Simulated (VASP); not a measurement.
# MoOs (P-6m2) in VASP: further runs, part 2 of 3

VASP 6.6.1.

### 3 Single point, LDA

This run uses another cell than the first one, of the same volume but with other edges.

File INCAR:

```
SYSTEM = MoOs
PREC     = Accurate       ! precision mode
ENCUT    = 520            ! plane-wave cutoff, eV
EDIFF    = 1E-6           ! SCF threshold, eV
ISMEAR   = 0              ! smearing method
SIGMA    = 0.15           ! smearing width, eV
LREAL    = .False.        ! projectors in reciprocal space
LASPH    = .True.         ! aspherical terms in the spheres
NELM     = 100            ! most SCF steps
ALGO     = Fast           ! electronic algorithm
ISIF     = 2              ! what is computed and relaxed
LWAVE    = .False.        ! write WAVECAR
LCHARG   = .True.         ! write CHGCAR
GGA      = CA             ! functional
LELF     = .True.         ! ELF
LVHAR    = .True.       
NBANDS   = 18             ! bands
```

File KPOINTS:

```
regular mesh
0
Gamma
  21 21 12
  0 0 0
```

File POSCAR:

```
MoOs
1.0
    2.8601559164      0.0000000000      0.0000000000
   -1.4300779582      2.4769676824      0.0000000000
    0.0000000000      0.0000000000      4.2633541413
Mo Os
1 1
Direct
    0.6666666667      0.3333333333      0.5000000000
    0.3333333333      0.6666666667      0.0000000000
```

Potentials or basis: VASP PAW LDA potentials, release 64 (Mo_sv, Os).

The run is started by

```
cat potpaw_LDA.64/Mo_sv/POTCAR potpaw_LDA.64/Os/POTCAR > POTCAR
mpirun -np 1 vasp_std > vasp.out
```

OUTCAR:

```text
SYSTEM = MoOs
   PREC = Accurate
   ENCUT = 520
   EDIFF = 1E-6
   ISMEAR = 0
   LREAL = .False.
   LASPH = .True.
   NELM = 100
   ISIF = 2
   GGA = CA

 ion  position               nearest neighbor table
   1  0.667  0.333  0.500-   2 2.70   2 2.70   2 2.70   2 2.70   2 2.70   2 2.70
   2  0.333  0.667  0.000-   1 2.70   1 2.70   1 2.70   1 2.70   1 2.70   1 2.70

  LATTYP: Found a hexagonal cell.
 ALAT       =     2.8601559164
 C/A-ratio  =     1.4906020042

  Lattice vectors:

 A1 = (   2.8601559164,   0.0000000000,   0.0000000000)
 A2 = (  -1.4300779582,   2.4769676824,   0.0000000000)
 A3 = (   0.0000000000,   0.0000000000,   4.2633541413)

Analysis of symmetry for initial positions (statically):
=====================================================================
 Subroutine PRICEL returns:
 Original cell was already a primitive cell.

 Routine SETGRP: Setting up the symmetry group for a
 hexagonal supercell.

 Subroutine GETGRP returns: Found 12 space group operations
 (whereof 12 operations were pure point group operations)
 out of a pool of 24 trial point group operations.

The static configuration has the point symmetry D_3h.

Analysis of symmetry for dynamics (positions and initial velocities):
=====================================================================
 Subroutine PRICEL returns:
 Original cell was already a primitive cell.

 Routine SETGRP: Setting up the symmetry group for a
 hexagonal supercell.

 Subroutine GETGRP returns: Found 12 space group operations
 (whereof 12 operations were pure point group operations)
 out of a pool of 24 trial point group operations.

The dynamic configuration has the point symmetry D_3h.

 Subroutine INISYM returns: Found 12 space group operations
 (whereof 12 operations are pure point group operations),
 and found     1 'primitive' translations

----------------------------------------------------------------------------------------

                                     Primitive cell

  volume of cell :      30.2038

  direct lattice vectors                    reciprocal lattice vectors
     2.860155916  0.000000000  0.000000000     0.349631289  0.201859719  0.000000000
    -1.430077958  2.476967682  0.000000000     0.000000000  0.403719438  0.000000000
     0.000000000  0.000000000  4.263354141     0.000000000  0.000000000  0.234557104

  length of vectors
     2.860155916  2.860155916  4.263354141     0.403719438  0.403719438  0.234557104

  position of ions in fractional coordinates (direct lattice)
     0.666666667  0.333333333  0.500000000
     0.333333333  0.666666667  0.000000000

  ion indices of the primitive-cell ions
   primitive index   ion index
                 1           1
                 2           2

----------------------------------------------------------------------------------------

 KPOINTS: regular mesh

Automatic generation of k-mesh.
 Grid dimensions read from file:
 generate k-points for:   21   21   12

 Generating k-lattice:

  Cartesian coordinates                     Fractional coordinates (reciprocal lattice)
     0.016649109  0.009612368  0.000000000     0.047619048  0.000000000  0.000000000
     0.000000000  0.019224735  0.000000000     0.000000000  0.047619048  0.000000000
     0.000000000  0.000000000  0.019546425     0.000000000  0.000000000  0.083333333

  Length of vectors
     0.019224735  0.019224735  0.019546425

  Shift w.r.t. Gamma in fractional coordinates (k-lattice)
     0.000000000  0.000000000  0.000000000

 Subroutine IBZKPT returns following result:
 ===========================================

 Found    336 irreducible k-points:

 Following reciprocal coordinates:
            Coordinates               Weight
  0.000000  0.000000  0.000000      1.000000
  0.047619  0.000000  0.000000      6.000000
  0.095238  0.000000  0.000000      6.000000
  0.142857  0.000000  0.000000      6.000000
  0.190476  0.000000  0.000000      6.000000
  0.238095  0.000000  0.000000      6.000000
[... 16 lines left out ...]
  0.142857  0.095238  0.000000     12.000000
  0.190476  0.095238  0.000000     12.000000
 [... further k-points ...]
   k-points           NKPTS =    336   k-points in BZ     NKDIM =    336   number of bands    NBANDS=     18
   number of dos      NEDOS =    301   number of ions     NIONS =      2
   total plane-waves  NPLWV =  18432
   dimension x,y,z NGX =    24 NGY =   24 NGZ =   32
   dimension x,y,z NGXF=    48 NGYF=   48 NGZF=   64
   ions per type =               1   1
   NGX,Y,Z   is equivalent  to a cutoff of  13.95, 13.95, 12.48 a.u.
   NGXF,Y,Z  is equivalent  to a cutoff of  27.90, 27.90, 24.96 a.u.
 SYSTEM =  MoOs
   PREC   = accura    normal or accurate (medium, high low for compatibility)
   ISTART =      0    job   : 0-new  1-cont  2-samecut
   ICHARG =      2    charge: 1-file 2-atom 10-const
   ISPIN  =      1    spin polarized calculation?
   LNONCOLLINEAR =      F non collinear calculations
   LSORBIT =      F    spin-orbit coupling
   LASPH  =      T    aspherical Exc in radial PAW
   ENCUT  =  520.0 eV  38.22 Ry    6.18 a.u.   5.32  5.32  7.93*2*pi/ulx,y,z
   NELM   =    100;   NELMIN=  2; NELMDL= -5     # of ELM steps
   EDIFF  = 0.1E-05   stopping-criterion for ELM
   LREAL  =      F    real-space projection
   EDIFFG = 0.1E-04   stopping-criterion for IOM
   NSW    =      0    number of steps for IOM
   IBRION =     -1    ionic relax: 0-MD 1-quasi-New 2-CG
   NFREE  =      0    steps in history (QN), initial steepest desc. (CG)
   ISIF   =      2    stress and relaxation
   ISYM   =      2    0-nonsym 1-usesym 2-fastsym
   POTIM  = 0.5000    time-step for ionic-motion
   TEBEG  =    0.0;   TEEND  =   0.0 temperature during run
   PSTRESS=    0.0 pullay stress
   NELECT =      22.0000    total number of electrons
   NUPDOWN=      -1.0000    fix difference up-down
   EMIN   =  10.00;   EMAX   =-10.00  energy-range for DOS
   EFERMI =   0.00;   METHOD = LEGACY
   ISMEAR =     0;   SIGMA  =   0.15  broadening in eV -4-tet -1-fermi 0-gaus
   EFERMI_NEDOS =   21; number of points for ismear=-14 and -15
   IALGO  =     68    algorithm
   IMIX   =      4    mixing-type and parameters
     AMIX     =   0.40;   BMIX     =  1.00
     AMIX_MAG =   1.60;   BMIX_MAG =  1.00
  volume/ion in A,a.u.               =      15.10       101.91
  Fermi-wavevector in a.u.,A,eV,Ry     =   1.472975  2.783518 29.519935  2.169654
  Thomas-Fermi vector in A             =   2.587924
   LORBIT       =      0    0 simple, 1 ext, 2 COOP (PROOUT), +10 PAW based schemes
   GGA     = CA    functional components
   LHFCALC =     F    Hartree Fock is set to
   AEXX    =    0.0000 exact exchange contribution
   IVDW    =     0    specifies the selected vdW correction
   LEPSILON=     F    determine dielectric tensor
   LRPA    =     F    only Hartree local field effects (RPA)
 non-spin polarized calculation
 RMM-DIIS sequential band-by-band and
 Gauss-broadening in eV      SIGMA  =   0.15
  energy-cutoff  :      520.00
  volume of cell :       30.20
 maximum number of plane-waves:       828
 NGX is ok and might be reduce to    24

 number of electron      22.0000002 magnetization

 Free energy of the ion-electron system (eV)
  ---------------------------------------------------
  ext. energy  EPLUGINS =         0.00000000
  ---------------------------------------------------
  free energy    TOTEN  =       -24.47008513 eV

  energy without entropy =      -24.44342578  energy(sigma->0) =      -24.45675546

 E-fermi :  10.2637     XC(G=0): -13.7557

 val. band max:       10.2602384947   @ k =   0.3333   0.0000   0.1667
 cond. band min:      10.2645469350   @ k =   0.2857   0.2857   0.1667
 fundamental gap:      0.0043084403
 Fermi energy:        10.2637249087

 k-point     1 :       0.0000    0.0000    0.0000
  band No.  band energies     occupation
      1     -50.1009      2.00000
      2     -24.4312      2.00000
      3     -23.8697      2.00000
      4     -23.8697      2.00000
      5       1.5932      2.00000
      6       4.5341      2.00000
[... 10 lines left out ...]
     17      21.2512      0.00000
     18      23.8746      0.00000
[... 463 lines left out ...]
 k-point    24 :       0.1905    0.0952    0.0000
  band No.  band energies     occupation
      1     -50.0317      2.00000
      2     -24.3764      2.00000
      3     -24.3343      2.00000
      4     -24.0003      2.00000
      5       3.6012      2.00000
      6       5.6171      2.00000
[... 10 lines left out ...]
     17      20.9703      0.00000
     18      24.2844      0.00000

 [... further k-points ...]

------------------------ aborting loop because EDIFF is reached ----------------------------------------

  FORCE on cell =-STRESS in cart. coord.  units (eV):
  Direction    XX          YY          ZZ          XY          YZ          ZX
  --------------------------------------------------------------------------------------
  -------------------------------------------------------------------------------------
  Total       -3.9964482     -3.9964482      0.6817487      0.0000000      0.0000000      0.0000000
  in kB     -211.9938737   -211.9938737     36.1637512      0.0000000      0.0000000      0.0000000
  external PRESSURE =    -129.2746654 kB  Pullay stress =       0.0000000 kB

 VOLUME and BASIS-vectors are now :
 -----------------------------------------------------------------------------
  energy-cutoff  :      520.00
  volume of cell :       30.20
      direct lattice vectors                 reciprocal lattice vectors
     2.860155916  0.000000000  0.000000000     0.349631289  0.201859719  0.000000000
    -1.430077958  2.476967682  0.000000000     0.000000000  0.403719438  0.000000000
     0.000000000  0.000000000  4.263354141     0.000000000  0.000000000  0.234557104

 POSITION                                       TOTAL-FORCE (eV/Angst)
 -----------------------------------------------------------------------------------
      1.43008      0.82566      2.13168         0.000000     -0.000000      0.000000
     -0.00000      1.65131      0.00000        -0.000000      0.000000      0.000000
 -----------------------------------------------------------------------------------
    total drift:                               -0.000000      0.000000      0.000000

  FREE ENERGIE OF THE ION-ELECTRON SYSTEM (eV)
  ---------------------------------------------------
  free  energy   TOTEN  =       -24.4700851335 eV

  energy  without entropy=      -24.4434257772  energy(sigma->0) =      -24.45675546
```

Run time: 4 min. Hardware: 1 thread of Intel Xeon 8259CL, shared host; peak memory 0.3 GiB.

What came out:

```
Free energy            : -24.4701 eV
Pressure               : -12.9 GPa
Band gap on the k mesh : zero (bands 11 and 12 overlap by 2.60 eV)
```

Caveat: the cell stands under tension; spin-orbit coupling is left out, which moves the levels of the heavy elements.

### 4 Single point, LDA

This run uses another cell than the first one, of the same volume but with other edges.

File INCAR:

```
SYSTEM = MoOs
PREC     = Accurate       ! precision mode
ENCUT    = 520            ! plane-wave cutoff, eV
EDIFF    = 1E-6           ! SCF threshold, eV
ISMEAR   = 0              ! smearing method
SIGMA    = 0.15           ! smearing width, eV
LREAL    = .FALSE.        ! projectors in reciprocal space
LASPH    = .TRUE.         ! aspherical terms in the spheres
NELM     = 80             ! most SCF steps
ALGO     = Fast           ! electronic algorithm
ISIF     = 2              ! what is computed and relaxed
LWAVE    = .FALSE.        ! write WAVECAR
LCHARG   = .FALSE.        ! write CHGCAR
NBANDS   = 18             ! bands
```

File KPOINTS:

```
regular mesh
0
G
  21 21 12
  0 0 0
```

File POSCAR:

```
MoOs
1.0
    2.8198666636      0.0000000000      0.0000000000
   -1.4099333318      2.4420761660      0.0000000000
    0.0000000000      0.0000000000      4.3860510264
Mo Os
1 1
Direct
    0.6666666667      0.3333333333      0.5000000000
    0.3333333333      0.6666666667      0.0000000000
```

The run is started by

```
cat potpaw_LDA.64/Mo_sv/POTCAR potpaw_LDA.64/Os/POTCAR > POTCAR
mpirun -np 1 vasp_std > vasp.out
```

It took 4 min on 1 thread of Intel Xeon 8259CL, shared host; peak memory 0.3 GiB.

Results (log left out):

```
Free energy            : -24.5707 eV
Pressure               : -14.7 GPa
Band gap on the k mesh : zero (bands 11 and 12 overlap by 3.05 eV)
```

Stress tensor (GPa, compression positive):
```
-18.77   0.00   0.00
  0.00 -18.77   0.00
  0.00   0.00  -6.70
```

Levels at points of the mesh, in eV from the Fermi level:
```csv
k point,band 7,band 8,band 9,band 10,band 11,band 12,band 13,band 14,band 15,band 16
"(0.00, 0.00, 0.00)",-2.06,-2.06,-1.09,-0.47,-0.47,-0.34,-0.34,1.55,3.00,3.00
"(0.00, 0.00, 0.50)",-2.38,-2.35,-2.35,-1.49,-1.49,-1.41,1.76,1.76,2.68,2.68
```

Caveat: the cell stands under tension; spin-orbit coupling is left out, which moves the levels of the heavy elements.

### 5 Single point, LDA

This run uses another cell than the first one, of the same volume but with other edges.

File INCAR:

```
SYSTEM = MoOs
  PREC = Accurate
  ENCUT = 520
  EDIFF = 1E-6
  ISMEAR = 0
  SIGMA = 0.15
  LREAL = .False.
  LASPH = .True.
  NELM = 60
  ALGO = Fast
  ISIF = 2
  LWAVE = .False.
  LCHARG = .False.
  GGA = CA
  NBANDS = 18
```

File KPOINTS:

```
regular mesh
0
Gamma
  21 21 12
  0 0 0
```

File POSCAR:

```
MoOs
1.0
    2.5488123743      0.0000000000      0.0000000000
   -1.2744061872      2.2073362656      0.0000000000
    0.0000000000      0.0000000000      5.3685263950
Mo Os
1 1
Direct
    0.6666666667      0.3333333333      0.5000000000
    0.3333333333      0.6666666667      0.0000000000
```

The run is started by

```
cat potpaw_LDA.64/Mo_sv/POTCAR potpaw_LDA.64/Os/POTCAR > POTCAR
mpirun -np 1 vasp_std > vasp.out
```

It took 3.9 min on 1 thread of Intel Xeon 8259CL, shared host; peak memory 0.3 GiB.

It converged, with:

* Free energy: -23.0522 eV
* Pressure: 7.9 GPa
* Band gap on the k mesh: zero (bands 11 and 12 overlap by 2.60 eV)

Stress tensor (GPa, compression positive):
```
 34.87   0.00   0.00
  0.00  34.87   0.00
  0.00   0.00 -46.17
```

Levels at points of the mesh, in eV from the Fermi level:
| k point | band 8 | band 9 | band 10 | band 11 | band 12 | band 13 | band 14 | band 15 |
| --- | --- | --- | --- | --- | --- | --- | --- | --- |
| (0.00, 0.00, 0.00) | -2.53 | -2.53 | -1.53 | -0.84 | -0.84 | 1.29 | 1.29 | 3.27 |
| (0.00, 0.00, 0.50) | -3.66 | -2.54 | -2.54 | -0.91 | -0.91 | 1.52 | 1.52 | 3.17 |

Caveat: the cell stands under pressure; spin-orbit coupling is left out, which moves the levels of the heavy elements.

(Part 2 of 3 ends here.)
